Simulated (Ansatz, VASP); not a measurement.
# PbS in VASP and in Ansatz

Contents of INCAR:

```
PREC     = Accurate       # precision mode
ENCUT    = 500            # plane-wave cutoff, eV
EDIFF    = 1E-6           # SCF threshold, eV
ISMEAR   = 0              # smearing method
SIGMA    = 0.05           # smearing width, eV
LREAL    = F              # projectors in reciprocal space
LASPH    = T              # aspherical terms in the spheres
NELM     = 120            # most SCF steps
ALGO     = Normal         # electronic algorithm
ISIF     = 2              # what is computed and relaxed
LWAVE    = F              # write WAVECAR
LCHARG   = F              # write CHGCAR
GGA      = PE             # functional
IVDW     = 12             # dispersion correction
NBANDS   = 28             # bands
GGA_COMPAT= F
```

The input KPOINTS:

```
Automatic mesh
0
Gamma
  6 6 3
```

POSCAR

```
PbS
1.0
    0.0000000000     -3.0043750300     -3.0061807900
    0.0000000000      3.0043750300     -3.0061807900
   17.2982770800      0.0000000000      0.0000000000
Pb S
2 2
Direct
    0.7433619700      0.2433619700      0.4079419981
    0.2433619700      0.7433619700      0.2452026490
    0.2356380300      0.7356380300      0.4008187046
    0.7356380300      0.2356380300      0.2523259425
```

Input for Ansatz:

```yaml
crystal:
  lattice:
    - [0.0, -3.00437503, -3.00618079]
    - [0.0, 3.00437503, -3.00618079]
    - [17.29827708, 0.0, 0.0]
  atoms:
    - { symbol: Pb, position: [0.74336197, 0.24336197, 0.4079419981] }
    - { symbol: Pb, position: [0.24336197, 0.74336197, 0.245202649] }
    - { symbol: S, position: [0.23563803, 0.73563803, 0.4008187046] }
    - { symbol: S, position: [0.73563803, 0.23563803, 0.2523259425] }
basis:
  ecutwfc: 420
kpoints:
  mp_grid: { grid: [6, 6, 3] }
hamiltonian:
  xc: pbe
  dispersion: d3bj
scf:
  occupations: { method: gaussian, width: 0.05 }
output:
  forces: true
  stress: true
  eigenvalues: true
  write_density: true
  write_potential: true
  elf: true
  volumetric_format: npy
```

Alike in both runs: task single point; functional PBE; dispersion D3(BJ); k mesh 6 × 6 × 3; occupations gaussian, width 0.05 eV; no spin polarisation.

|  | VASP | Ansatz |
| --- | --- | --- |
| version | VASP 6.6.1 | Ansatz 0.2.0 |
| potentials or method | VASP PAW PBE potentials, release 64 (Pb_d, S), cutoff 500 eV | scalar-relativistic, plane waves, PAW |
| valence electrons in the cell | 40 | 40 |

VASP gave:

| Quantity | Value |
| --- | --- |
| gap on the k mesh at the Fermi level (eV) | 2.08 |
| least direct gap on the mesh (eV) | 2.08 |
| rms of the force components (eV/Å) | 0.035 |

**Question.** Which values does Ansatz return?

**Answer.** gap on the k mesh at the Fermi level (eV): 2.07; least direct gap on the mesh (eV): 2.08; rms of the force components (eV/Å): 0.034.

Atom by atom the forces differ by 0.003 eV/Å (rms over components).

Neither program's run includes spin-orbit coupling.
